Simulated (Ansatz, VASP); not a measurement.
# Li2NiIrC6N6: VASP beside Ansatz

File INCAR:

```
SYSTEM = Li2NiIrC6N6
PREC = Accurate ; ENCUT = 520
EDIFF = 1E-6 ; ISMEAR = 0
SIGMA = 0.1 ; LREAL = Auto
LASPH = .TRUE. ; NELM = 150
ALGO = Normal ; ISIF = 2
LWAVE = .FALSE. ; LCHARG = .TRUE.
ISPIN = 2 ; MAGMOM = 0 0 2 1 0 0 0 0 0 0 0 0 0 0 0 0
LORBIT = 11 ; LMAXMIX = 4
GGA = PE ; LELF = .TRUE.
LVHAR = .TRUE. ; NBANDS = 58
```

The input KPOINTS:

```
Automatic mesh
0
G
  4 4 4
  0 0 0
```

POSCAR

```
Li2NiIrC6N6
1.0
    0.0000000000      5.0945000000      5.0945000000
    5.0945000000      0.0000000000      5.0945000000
    5.0945000000      5.0945000000      0.0000000000
Li Ni Ir C N
2 1 1 6 6
Direct
    0.2500000000      0.2500000000      0.2500000000
    0.7500000000      0.7500000000      0.7500000000
    0.5000000000      0.5000000000      0.5000000000
    0.0000000000      0.0000000000      0.0000000000
    0.8118559200      0.1881440800      0.1881440800
    0.1881440800      0.8118559200      0.1881440800
    0.1881440800      0.1881440800      0.8118559200
    0.1881440800      0.8118559200      0.8118559200
    0.8118559200      0.1881440800      0.8118559200
    0.8118559200      0.8118559200      0.1881440800
    0.6970262000      0.3029738000      0.3029738000
    0.3029738000      0.6970262000      0.3029738000
    0.3029738000      0.3029738000      0.6970262000
    0.3029738000      0.6970262000      0.6970262000
    0.6970262000      0.3029738000      0.6970262000
    0.6970262000      0.6970262000      0.3029738000
```

Input for Ansatz:

```yaml
crystal:
  lattice:
    - [0.0, 5.0945, 5.0945]
    - [5.0945, 0.0, 5.0945]
    - [5.0945, 5.0945, 0.0]
  atoms:
    - { symbol: Li, position: [0.25, 0.25, 0.25] }
    - { symbol: Li, position: [0.75, 0.75, 0.75] }
    - { symbol: Ni, position: [0.5, 0.5, 0.5], spin: 2.0 }
    - { symbol: Ir, position: [0.0, 0.0, 0.0], spin: 1.0 }
    - { symbol: C, position: [0.81185592, 0.18814408, 0.18814408] }
    - { symbol: C, position: [0.18814408, 0.81185592, 0.18814408] }
    - { symbol: C, position: [0.18814408, 0.18814408, 0.81185592] }
    - { symbol: C, position: [0.18814408, 0.81185592, 0.81185592] }
    - { symbol: C, position: [0.81185592, 0.18814408, 0.81185592] }
    - { symbol: C, position: [0.81185592, 0.81185592, 0.18814408] }
    - { symbol: "N", position: [0.6970262, 0.3029738, 0.3029738] }
    - { symbol: "N", position: [0.3029738, 0.6970262, 0.3029738] }
    - { symbol: "N", position: [0.3029738, 0.3029738, 0.6970262] }
    - { symbol: "N", position: [0.3029738, 0.6970262, 0.6970262] }
    - { symbol: "N", position: [0.6970262, 0.3029738, 0.6970262] }
    - { symbol: "N", position: [0.6970262, 0.6970262, 0.3029738] }
basis:
  ecutwfc: 420
kpoints:
  mp_grid: { grid: [4, 4, 4] }
hamiltonian:
  xc: pbe
scf:
  occupations: { method: gaussian, width: 0.1 }
  lower_state_search: "off"
output:
  forces: true
  stress: true
  eigenvalues: true
  populations: true
magnetization:
  spin_polarized: true
```

Alike in both runs: task single point; functional PBE; k mesh 4 × 4 × 4; occupations gaussian, width 0.1 eV; collinear spin.

|  | VASP | Ansatz |
| --- | --- | --- |
| version | VASP 6.6.1 | Ansatz 0.2.0 |
| potentials or method | VASP PAW PBE potentials, release 64 (Li_sv, Ni, Ir, C, N), cutoff 520 eV | scalar-relativistic, plane waves, PAW |
| valence electrons in the cell | 79 | 95 |

```csv
,VASP,Ansatz,Ansatz less VASP
gap on the k mesh at the Fermi level (eV),none,none,-
rms of the force components (eV/Å),0.746,0.855,+0.1091
net moment per atom (μB),0.09,0.09,+0.001
size of the moment on the site where the two differ most (μB),0.04,0.02,-0.017
```

Site moments also hang on the region over which each program counts them. Atom by atom the forces differ by 0.157 eV/Å (rms over components). A gap of «none» marks a metal or a gap that the smearing closes. VASP's potentials hold 79 valence electrons a cell and Ansatz's 95, so a difference there can come from the potentials and not from the codes.

Neither program's run includes spin-orbit coupling. Noted on VASP's run: the cutoff is under 1.25 times that of the potentials, so the pressure is a little rough; the standard files for N, O and F lose accuracy on very short bonds.
